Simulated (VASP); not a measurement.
# SnSe (I4/mmm) in VASP: a series of runs, part 2 of 3

VASP 6.6.1. Earlier steps stand in the parts before.

### 3 Single point, LDA

This run uses another cell than the first one, of the same volume but with other edges.

INCAR reads:

```
SYSTEM = SnSe
PREC = Accurate ; ENCUT = 520
EDIFF = 1E-6 ; ISMEAR = 0
SIGMA = 0.05 ; LREAL = .False.
LASPH = .True. ; NELM = 80
ALGO = Normal ; ISIF = 2
LWAVE = .False. ; LCHARG = .False.
GGA = CA ; NBANDS = 17
```

KPOINTS reads:

```
Automatic mesh
0
Gamma
  10 10 10
  0 0 0
```

POSCAR reads:

```
SnSe
1.0
    0.0000000000      2.6252968778      3.7121697852
    2.6252968778      0.0000000000      3.7121697852
    2.6252968778      2.6252968778      0.0000000000
Sn Se
1 1
Direct
    0.0000000000      0.0000000000      0.0000000000
    0.5000000000      0.5000000000      0.5000000000
```

Potentials or basis: VASP PAW LDA potentials, release 64 (Sn_d, Se).

The run is started by

```
$ cat potpaw_LDA.64/Sn_d/POTCAR potpaw_LDA.64/Se/POTCAR > POTCAR
$ mpirun -np 1 vasp_std > vasp.out
```

OUTCAR:

```text
SYSTEM = SnSe
   PREC = Accurate
   ENCUT = 520
   EDIFF = 1E-6
   ISMEAR = 0
   LREAL = .False.
   LASPH = .True.
   NELM = 80
   ISIF = 2
   GGA = CA

 ion  position               nearest neighbor table
   1  0.000  0.000  0.000-   2 2.63   2 2.63   2 2.63   2 2.63
   2  0.500  0.500  0.500-   1 2.63   1 2.63   1 2.63   1 2.63

  LATTYP: Found a body centered tetragonal cell.
 ALAT       =     3.7127304498
 C/A-ratio  =     1.9996979772

  Lattice vectors:

 A1 = (  -2.6252968778,   0.0000000000,   3.7121697852)
 A2 = (   2.6252968778,   0.0000000000,   3.7121697852)
 A3 = (   0.0000000000,   2.6252968778,  -3.7121697852)

Analysis of symmetry for initial positions (statically):
=====================================================================
 Subroutine PRICEL returns:
 Original cell was already a primitive cell.

 Routine SETGRP: Setting up the symmetry group for a
 body centered tetragonal supercell.

 Subroutine GETGRP returns: Found 16 space group operations
 (whereof 16 operations were pure point group operations)
 out of a pool of 16 trial point group operations.

The static configuration has the point symmetry D_4h.

Analysis of symmetry for dynamics (positions and initial velocities):
=====================================================================
 Subroutine PRICEL returns:
 Original cell was already a primitive cell.

 Routine SETGRP: Setting up the symmetry group for a
 body centered tetragonal supercell.

 Subroutine GETGRP returns: Found 16 space group operations
 (whereof 16 operations were pure point group operations)
 out of a pool of 16 trial point group operations.

The dynamic configuration has the point symmetry D_4h.

 Subroutine INISYM returns: Found 16 space group operations
 (whereof 16 operations are pure point group operations),
 and found     1 'primitive' translations

----------------------------------------------------------------------------------------

                                     Primitive cell

  volume of cell :      51.1699

  direct lattice vectors                    reciprocal lattice vectors
     0.000000000  2.625296878  3.712169785    -0.190454651  0.190454651  0.134692115
     2.625296878  0.000000000  3.712169785     0.190454651 -0.190454651  0.134692115
     2.625296878  2.625296878  0.000000000     0.190454651  0.190454651 -0.134692115

  length of vectors
     4.546689808  4.546689808  3.712730450     0.301144341  0.301144341  0.301144341

  position of ions in fractional coordinates (direct lattice)
     0.000000000  0.000000000  0.000000000
     0.500000000  0.500000000  0.500000000

  ion indices of the primitive-cell ions
   primitive index   ion index
                 1           1
                 2           2

----------------------------------------------------------------------------------------

 KPOINTS: Automatic mesh

Automatic generation of k-mesh.
 Grid dimensions read from file:
 generate k-points for:   10   10   10

 Generating k-lattice:

  Cartesian coordinates                     Fractional coordinates (reciprocal lattice)
    -0.019045465  0.019045465  0.013469212     0.100000000  0.000000000  0.000000000
     0.019045465 -0.019045465  0.013469212     0.000000000  0.100000000  0.000000000
     0.019045465  0.019045465 -0.013469212     0.000000000  0.000000000  0.100000000

  Length of vectors
     0.030114434  0.030114434  0.030114434

  Shift w.r.t. Gamma in fractional coordinates (k-lattice)
     0.000000000  0.000000000  0.000000000

 Subroutine IBZKPT returns following result:
 ===========================================

 Found    102 irreducible k-points:

 Following reciprocal coordinates:
            Coordinates               Weight
  0.000000  0.000000  0.000000      1.000000
  0.100000  0.000000  0.000000      8.000000
  0.200000  0.000000  0.000000      8.000000
  0.300000 -0.000000  0.000000      8.000000
  0.400000  0.000000  0.000000      8.000000
  0.500000 -0.000000  0.000000      4.000000
[... 16 lines left out ...]
  0.300000  0.300000  0.000000      2.000000
  0.400000  0.300000  0.000000      8.000000
 [... further k-points ...]
   k-points           NKPTS =    102   k-points in BZ     NKDIM =    102   number of bands    NBANDS=     17
   number of dos      NEDOS =    301   number of ions     NIONS =      2
   total plane-waves  NPLWV =  36288
   dimension x,y,z NGX =    36 NGY =   36 NGZ =   28
   dimension x,y,z NGXF=    72 NGYF=   72 NGZF=   56
   ions per type =               1   1
   NGX,Y,Z   is equivalent  to a cutoff of  13.16, 13.16, 12.54 a.u.
   NGXF,Y,Z  is equivalent  to a cutoff of  26.33, 26.33, 25.08 a.u.
 SYSTEM =  SnSe
   PREC   = accura    normal or accurate (medium, high low for compatibility)
   ISTART =      0    job   : 0-new  1-cont  2-samecut
   ICHARG =      2    charge: 1-file 2-atom 10-const
   ISPIN  =      1    spin polarized calculation?
   LNONCOLLINEAR =      F non collinear calculations
   LSORBIT =      F    spin-orbit coupling
   LASPH  =      T    aspherical Exc in radial PAW
   ENCUT  =  520.0 eV  38.22 Ry    6.18 a.u.   8.45  8.45  6.90*2*pi/ulx,y,z
   NELM   =     80;   NELMIN=  2; NELMDL= -5     # of ELM steps
   EDIFF  = 0.1E-05   stopping-criterion for ELM
   LREAL  =      F    real-space projection
   EDIFFG = 0.1E-04   stopping-criterion for IOM
   NSW    =      0    number of steps for IOM
   IBRION =     -1    ionic relax: 0-MD 1-quasi-New 2-CG
   NFREE  =      0    steps in history (QN), initial steepest desc. (CG)
   ISIF   =      2    stress and relaxation
   ISYM   =      2    0-nonsym 1-usesym 2-fastsym
   POTIM  = 0.5000    time-step for ionic-motion
   TEBEG  =    0.0;   TEEND  =   0.0 temperature during run
   PSTRESS=    0.0 pullay stress
   NELECT =      20.0000    total number of electrons
   NUPDOWN=      -1.0000    fix difference up-down
   EMIN   =  10.00;   EMAX   =-10.00  energy-range for DOS
   EFERMI =   0.00;   METHOD = LEGACY
   ISMEAR =     0;   SIGMA  =   0.05  broadening in eV -4-tet -1-fermi 0-gaus
   EFERMI_NEDOS =   21; number of points for ismear=-14 and -15
   IALGO  =     38    algorithm
   IMIX   =      4    mixing-type and parameters
     AMIX     =   0.40;   BMIX     =  1.00
     AMIX_MAG =   1.60;   BMIX_MAG =  1.00
  volume/ion in A,a.u.               =      25.58       172.66
  Fermi-wavevector in a.u.,A,eV,Ry     =   1.196961  2.261928 19.493274  1.432715
  Thomas-Fermi vector in A             =   2.332888
   LORBIT       =      0    0 simple, 1 ext, 2 COOP (PROOUT), +10 PAW based schemes
   GGA     = CA    functional components
   LHFCALC =     F    Hartree Fock is set to
   AEXX    =    0.0000 exact exchange contribution
   IVDW    =     0    specifies the selected vdW correction
   LEPSILON=     F    determine dielectric tensor
   LRPA    =     F    only Hartree local field effects (RPA)
 non-spin polarized calculation
 Gauss-broadening in eV      SIGMA  =   0.05
  energy-cutoff  :      520.00
  volume of cell :       51.17
 maximum number of plane-waves:      1395
 NGX is ok and might be reduce to    36

 number of electron      20.0000000 magnetization

 Free energy of the ion-electron system (eV)
  ---------------------------------------------------
  ext. energy  EPLUGINS =         0.00000000
  ---------------------------------------------------
  free energy    TOTEN  =        -8.29437692 eV

  energy without entropy =       -8.29090478  energy(sigma->0) =       -8.29264085

 E-fermi :   6.5998     XC(G=0): -10.0212

 val. band max:        6.5765452067   @ k =  -0.3000   0.3000   0.1000
 cond. band min:       6.6053253848   @ k =  -0.3000   0.3000   0.0000
 fundamental gap:      0.0287801781
 Fermi energy:         6.5997546785

 k-point     1 :       0.0000    0.0000    0.0000
  band No.  band energies     occupation
      1     -15.4202      2.00000
      2     -15.3550      2.00000
      3     -15.3478      2.00000
      4     -15.3097      2.00000
      5     -15.3097      2.00000
      6      -8.9199      2.00000
[... 9 lines left out ...]
     16      13.7129      0.00000
     17      13.7129      0.00000
[... 441 lines left out ...]
 k-point    24 :       0.4000    0.3000    0.0000
  band No.  band energies     occupation
      1     -15.4224      2.00000
      2     -15.3518      2.00000
      3     -15.3517      2.00000
      4     -15.3069      2.00000
      5     -15.3045      2.00000
      6      -8.5167      2.00000
[... 9 lines left out ...]
     16      16.2832      0.00000
     17      16.8229      0.00000

 [... further k-points ...]

------------------------ aborting loop because EDIFF is reached ----------------------------------------

  FORCE on cell =-STRESS in cart. coord.  units (eV):
  Direction    XX          YY          ZZ          XY          YZ          ZX
  --------------------------------------------------------------------------------------
  -------------------------------------------------------------------------------------
  Total        6.9957164      6.9957164     -1.5802745      0.0000000      0.0000000      0.0000000
  in kB      219.0423590    219.0423590    -49.4798569      0.0000000      0.0000000      0.0000000
  external PRESSURE =     129.5349537 kB  Pullay stress =       0.0000000 kB

 VOLUME and BASIS-vectors are now :
 -----------------------------------------------------------------------------
  energy-cutoff  :      520.00
  volume of cell :       51.17
      direct lattice vectors                 reciprocal lattice vectors
     0.000000000  2.625296878  3.712169785    -0.190454651  0.190454651  0.134692115
     2.625296878  0.000000000  3.712169785     0.190454651 -0.190454651  0.134692115
     2.625296878  2.625296878  0.000000000     0.190454651  0.190454651 -0.134692115

 POSITION                                       TOTAL-FORCE (eV/Angst)
 -----------------------------------------------------------------------------------
      0.00000      0.00000      0.00000        -0.000000      0.000000      0.000000
      2.62530      2.62530      3.71217         0.000000     -0.000000     -0.000000
 -----------------------------------------------------------------------------------
    total drift:                               -0.000000      0.000000      0.000000

  FREE ENERGIE OF THE ION-ELECTRON SYSTEM (eV)
  ---------------------------------------------------
  free  energy   TOTEN  =        -8.2943769181 eV

  energy  without entropy=       -8.2909047754  energy(sigma->0) =       -8.29264085
```

OSZICAR:

```text
N       E                     dE             d eps       ncg     rms          rms(c)
DAV:   1     0.137043247730E+03    0.13704E+03   -0.99217E+03  3552   0.148E+03
DAV:   2     0.476598919906E+01   -0.13228E+03   -0.12806E+03  3886   0.356E+02
DAV:   3    -0.815233158135E+01   -0.12918E+02   -0.12748E+02  4212   0.964E+01
DAV:   4    -0.849556597219E+01   -0.34323E+00   -0.34260E+00  4235   0.168E+01
DAV:   5    -0.850545418160E+01   -0.98882E-02   -0.98877E-02  4918   0.276E+00    0.557E+00
DAV:   6    -0.831077762282E+01    0.19468E+00   -0.37029E-01  5008   0.408E+00    0.324E+00
DAV:   7    -0.829688742813E+01    0.13890E-01   -0.73784E-02  3960   0.159E+00    0.119E+00
DAV:   8    -0.829495014223E+01    0.19373E-02   -0.14020E-02  4249   0.794E-01    0.212E-01
DAV:   9    -0.829441365494E+01    0.53649E-03   -0.30572E-03  4562   0.372E-01    0.547E-02
DAV:  10    -0.829438782372E+01    0.25831E-04   -0.20481E-04  3859   0.889E-02    0.340E-02
DAV:  11    -0.829438292341E+01    0.49003E-05   -0.11401E-04  4066   0.615E-02    0.130E-02
DAV:  12    -0.829437773124E+01    0.51922E-05   -0.13901E-05  3734   0.240E-02    0.564E-03
DAV:  13    -0.829437691810E+01    0.81314E-06   -0.31035E-06  3575   0.849E-03
   1 F= -.82943769E+01 E0= -.82926408E+01  d E =-.347214E-02
```

Wall time 1.9 min (1 thread of Intel Xeon 8259CL, shared host); peak memory 0.22 GiB.

What came out:

- Free energy: -8.2944 eV
- Pressure: 13.0 GPa
- Band gap on the k mesh: zero (bands 10 and 11 overlap by 0.83 eV)

Levels at points of the mesh, in eV from the Fermi level:
```
           k point  band 8  band 9  band 10  band 11  band 12  band 13
(0.00, 0.00, 0.00)   -3.98   -3.98    -3.07     2.19     3.26     4.02
(0.50, 0.00, 0.00)   -3.19   -2.33    -1.02     1.01     1.59     1.66
(0.50, 0.50, 0.00)   -4.76   -4.33    -4.33     3.03     3.73     7.08
(0.50, 0.00, 0.50)   -6.72   -6.70    -3.07     1.84     2.48     6.88
```

Caveat: the cell stands under pressure; spin-orbit coupling is left out, which moves the levels of the heavy elements.

### 4 Single point, LDA

This run uses another cell than the first one, of the same volume but with other edges.

INCAR reads:

```
SYSTEM = SnSe
PREC = Accurate
ENCUT = 520
EDIFF = 1E-6
ISMEAR = 0
SIGMA = 0.05
LREAL = .False.
LASPH = .True.
NELM = 100
ALGO = Normal
ISIF = 2
LWAVE = .False.
LCHARG = .False.
NBANDS = 17
```

KPOINTS reads:

```
regular mesh
0
Gamma
  10 10 10
  0 0 0
```

POSCAR reads:

```
SnSe
1.0
    0.0000000000      3.1106793772      2.6440774706
    3.1106793772      0.0000000000      2.6440774706
    3.1106793772      3.1106793772      0.0000000000
Sn Se
1 1
Direct
    0.0000000000      0.0000000000      0.0000000000
    0.5000000000      0.5000000000      0.5000000000
```

The run is started by

```
$ cat potpaw_LDA.64/Sn_d/POTCAR potpaw_LDA.64/Se/POTCAR > POTCAR
$ mpirun -np 1 vasp_std > vasp.out
```

Run time: 2.3 min. Hardware: 1 thread of Intel Xeon 8259CL, shared host; peak memory 0.22 GiB.

It converged, with:

```
Free energy            : -9.0346 eV
Pressure               : 3.9 GPa
Band gap on the k mesh : zero (bands 10 and 11 overlap by 0.11 eV)
```

Stress tensor (GPa, compression positive):
```
-4.94  0.00  0.00
 0.00 -4.94  0.00
 0.00  0.00 21.63
```

Levels at points of the mesh, in eV from the Fermi level:
| k point | band 8 | band 9 | band 10 | band 11 | band 12 | band 13 |
| --- | --- | --- | --- | --- | --- | --- |
| (0.00, 0.00, 0.00) | -4.07 | -2.26 | -2.26 | 2.83 | 2.83 | 5.15 |
| (0.50, 0.00, 0.00) | -2.69 | -2.55 | -0.74 | 0.27 | 0.94 | 1.69 |
| (0.50, 0.50, 0.00) | -6.64 | -4.69 | -4.69 | 2.01 | 4.81 | 4.81 |
| (0.50, 0.00, 0.50) | -6.10 | -5.25 | -3.25 | 2.71 | 3.47 | 5.25 |

Caveat: the cell stands under pressure; semilocal functionals underestimate gaps, so a narrow gap can read as zero; spin-orbit coupling is left out, which moves the levels of the heavy elements.

### 5 Single point, LDA

This run uses another cell than the first one, of the same volume but with other edges.

INCAR reads:

```
SYSTEM = SnSe
PREC = Accurate
ENCUT = 520
EDIFF = 1E-7
ISMEAR = 0
SIGMA = 0.05
LREAL = .FALSE.
LASPH = .TRUE.
NELM = 60
ALGO = Normal
ISIF = 2
LWAVE = .FALSE.
LCHARG = .TRUE.
LELF = .TRUE.
LVHAR = .TRUE.
NBANDS = 17
```

KPOINTS reads:

```
regular mesh
0
G
  10 10 10
  0 0 0
```

POSCAR reads:

```
SnSe
1.0
    0.0000000000      2.7729017161      3.3274820593
    2.7729017161      0.0000000000      3.3274820593
    2.7729017161      2.7729017161      0.0000000000
Sn Se
1 1
Direct
    0.0000000000      0.0000000000      0.0000000000
    0.5000000000      0.5000000000      0.5000000000
```

The run is started by

```
$ cat potpaw_LDA.64/Sn_d/POTCAR potpaw_LDA.64/Se/POTCAR > POTCAR
$ mpirun -np 1 vasp_std > vasp.out
```

Run time: 95 s. Hardware: 1 thread of Intel Xeon 8259CL, shared host; peak memory 0.22 GiB.

The run converged. Its results:

```yaml
Free_energy: -9.0943 eV
Pressure: 4.6 GPa
Band_gap_on_the_k_mesh: zero (bands 10 and 11 overlap by 0.43 eV)
```

Stress tensor (GPa, compression positive):
```
10.73  0.00  0.00
 0.00 10.73  0.00
 0.00  0.00 -7.64
```

Levels at points of the mesh, in eV from the Fermi level:
```
           k point  band 8  band 9  band 10  band 11  band 12  band 13
(0.00, 0.00, 0.00)   -3.17   -3.17    -1.92     2.19     4.79     5.38
(0.50, 0.00, 0.00)   -2.62   -2.12    -0.59     0.91     1.05     1.43
(0.50, 0.50, 0.00)   -5.51   -3.97    -3.97     2.98     4.67     6.26
(0.50, 0.00, 0.50)   -6.41   -5.35    -3.32     2.50     3.20     6.87
```

Caveat: the cell stands under pressure; semilocal functionals underestimate gaps, so a narrow gap can read as zero; spin-orbit coupling is left out, which moves the levels of the heavy elements.

(Part 2 of 3 ends here.)
